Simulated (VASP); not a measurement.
Input of a VASP 6.6.1 run:

Contents of POSCAR:

```
Lu
1.0
    1.9364134107      1.9364134107      1.9364134107
   -1.9364134107      1.9364134107      1.9364134107
   -1.9364134107     -1.9364134107      1.9364134107
Lu
1
Direct
    0.0000000000      0.0000000000      0.0000000000
```

The input INCAR.step1:

```
PREC = Accurate
ENCUT = 520
ISMEAR = 1
SIGMA = 0.1
LREAL = F
LASPH = T
NELM = 60
NBANDS = 18
GGA = PE
ALGO = Normal
EDIFF = 1E-4
LWAVE = T
LCHARG = F
```

Contents of INCAR.step2:

```
PREC = Accurate
ENCUT = 520
EDIFF = 1E-7
ISMEAR = 1
SIGMA = 0.1
LREAL = F
LASPH = T
NELM = 60
ALGO = Normal
ISIF = 2
LWAVE = F
LCHARG = F
METAGGA = R2SCAN
LMIXTAU = T
NBANDS = 18
ISTART = 1
```

The input KPOINTS:

```
Automatic mesh
0
Gamma
  8 8 8
```

Potentials or basis: VASP PAW PBE potentials, release 64 (Lu).

Run with:

```sh
$ cat potpaw_PBE.64/Lu/POTCAR > POTCAR
$ cp INCAR.step1 INCAR
$ mpirun -np 1 vasp_std > vasp.out
$ cp INCAR.step2 INCAR
$ mpirun -np 1 vasp_std > vasp.out
```

(1) Estimate the pressure.

## Answers

(1) 0.9 GPa.

Caveat: the PAW data sets were made with another functional, which shifts forces and pressure a little.
